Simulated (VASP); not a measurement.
Write the native input for VASP 6.6.1 that does the following.

```
Task                   : single point
Functional             : SVWN5
Potentials or basis    : VASP PAW PBE potentials, release 64 (Ge_d)
Cutoff                 : 520 eV
k mesh                 : 8 × 8 × 8
Occupations            : fermi-dirac, width 0.05 eV
Spin                   : no spin polarisation
Dipole correction      : no
Further INCAR settings : ALGO = Normal; EDIFF = 1e-07; NBANDS = 21
```

The structure of Ge lies in POSCAR:

```
Ge
1.0
    0.0000000000      2.7711609388      2.7711609388
    2.7711609388      0.0000000000      2.7711609388
    2.7711609388      2.7711609388      0.0000000000
Ge
2
Direct
    0.7500000000      0.7500000000      0.7500000000
    0.5000000000      0.5000000000      0.5000000000
```

The input as run:

INCAR

```
PREC = Accurate
ENCUT = 520
EDIFF = 1E-7
ISMEAR = -1
SIGMA = 0.05
LREAL = F
LASPH = T
NELM = 100
ALGO = Normal
ISIF = 2
LWAVE = F
LCHARG = F
GGA = VW
NBANDS = 21
```

KPOINTS

```
Automatic mesh
0
Gamma
  8 8 8
```

Potentials or basis: VASP PAW PBE potentials, release 64 (Ge_d).

Run with:

```bash
$ cat potpaw_PBE.64/Ge_d/POTCAR > POTCAR
$ mpirun -np 1 vasp_std > vasp.out
```

Results of the run:

```yaml
Pressure: 3.4 GPa
Band_gap_on_the_k_mesh: 0.24 eV, indirect (least direct gap 0.38 eV)
```

Caveat: the PAW data sets were made with another functional, which shifts forces and pressure a little.

Run time: 17 s on 1 thread of AMD EPYC 7R13 Processor (Zen 3), with other jobs on the host, peak memory 0.12 GiB.
